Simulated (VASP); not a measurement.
A run of VASP 6.6.1:

File INCAR:

```
PREC = Accurate
ENCUT = 520
EDIFF = 1E-6
ISMEAR = 0
SIGMA = 0.1
LREAL = F
LASPH = T
NELM = 100
ALGO = Normal
ISIF = 2
LWAVE = F
LCHARG = T
GGA = PE
LELF = T
LVHAR = T
NBANDS = 67
```

The input KPOINTS:

```
Automatic mesh
0
Gamma
  8 8 8
```

Contents of POSCAR:

```
Yb4InF
1.0
    0.0000000000      4.6117937984      4.6117937984
    4.6117937984      0.0000000000      4.6117937984
    4.6117937984      4.6117937984      0.0000000000
Yb In F
4 1 1
Direct
    0.6241422062      0.6241422062      0.1275733814
    0.6241422062      0.1275733814      0.6241422062
    0.1275733814      0.6241422062      0.6241422062
    0.6241422062      0.6241422062      0.6241422062
    0.2500000000      0.2500000000      0.2500000000
    0.0000000000      0.0000000000      0.0000000000
```

Potentials or basis: VASP PAW PBE potentials, release 64 (Yb, In_d, F).

Run with:

```console
$ cat potpaw_PBE.64/Yb/POTCAR potpaw_PBE.64/In_d/POTCAR potpaw_PBE.64/F/POTCAR > POTCAR
$ mpirun -np 1 vasp_std > vasp.out
```

Hardware: 1 thread of Intel(R) Xeon(R) Platinum 8559C (Emerald Rapids), on a shared host.

Problem. Estimate the wall time of this run.

Solution. Wall time 25 min on 1 thread of Intel(R) Xeon(R) Platinum 8559C (Emerald Rapids), with other jobs on the host, peak memory 0.57 GiB. Counts: scf iterations 46, k points 29.
